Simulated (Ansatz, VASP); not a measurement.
**Two plane-wave programs on SnO**

File POSCAR:

```
SnO
1.0
    0.0000000000      2.7082147176      2.7082147176
    2.7082147176      0.0000000000      2.7082147176
    2.7082147176      2.7082147176      0.0000000000
Sn O
1 1
Direct
    0.0000000000      0.0000000000      0.0000000000
    0.2500000000      0.2500000000      0.2500000000
```

Contents of INCAR.step1:

```
ALGO = Normal
EDIFF = 1E-5
ENCUT = 520
GGA = PE
GGA_COMPAT = F
ISIF = 2
ISMEAR = -1
LASPH = T
LCHARG = F
LREAL = F
LWAVE = T
NBANDS = 17
NELM = 120
PREC = Accurate
SIGMA = 0.02
```

INCAR.step2

```
AEXX = 0.2
ALGO = Normal
EDIFF = 1E-6
ENCUT = 520
GGA = PE
GGA_COMPAT = F
HFSCREEN = 0.2078
ISIF = 2
ISMEAR = -1
ISTART = 1
LASPH = T
LCHARG = F
LHFCALC = T
LREAL = F
LWAVE = F
NBANDS = 17
NELM = 120
PREC = Accurate
PRECFOCK = Normal
SIGMA = 0.02
```

File KPOINTS:

```
k-points
0
Gamma
  4 4 4
```

Input for Ansatz:

```yaml
crystal:
  lattice:
    - [0.0, 2.7082147176, 2.7082147176]
    - [2.7082147176, 0.0, 2.7082147176]
    - [2.7082147176, 2.7082147176, 0.0]
  atoms:
    - { symbol: Sn, position: [0.0, 0.0, 0.0] }
    - { symbol: O, position: [0.25, 0.25, 0.25] }
kpoints:
  mp_grid: { grid: [4, 4, 4] }
hamiltonian:
  xc:
    exchange: pbe
    correlation: pbe
    exx: { coeff: 0.2, omega: 0.2078 }
scf:
  occupations: { method: fermi_dirac, width: 0.02 }
  n_extra_bands: 4
output:
  forces: true
  stress: true
  eigenvalues: true
```

Alike in both runs: task single point; functional PBE-based screened hybrid with a share of 0.2 of exact exchange and HFSCREEN = 0.2078; k mesh 4 × 4 × 4; occupations fermi-dirac, width 0.02 eV; no spin polarisation.

```csv
,VASP,Ansatz
version,VASP 6.6.1,Ansatz 0.2.0
potentials or method,"VASP PAW PBE potentials, release 64 (Sn_d, O)",plane waves
plane-wave cutoff (eV),520,420
valence electrons in the cell,20,20
```

```tsv
	VASP	Ansatz	Ansatz less VASP
pressure (GPa)	-0.2	-0.3	-0.10
```

VASP's potentials were made for PBE, not for PBE-based screened hybrid. Ansatz's warnings: filled band counts differ across k points, stress exchange threshold loose, stress scf threshold loose.

The k mesh is coarse, so the values compare programs but aren't converged.
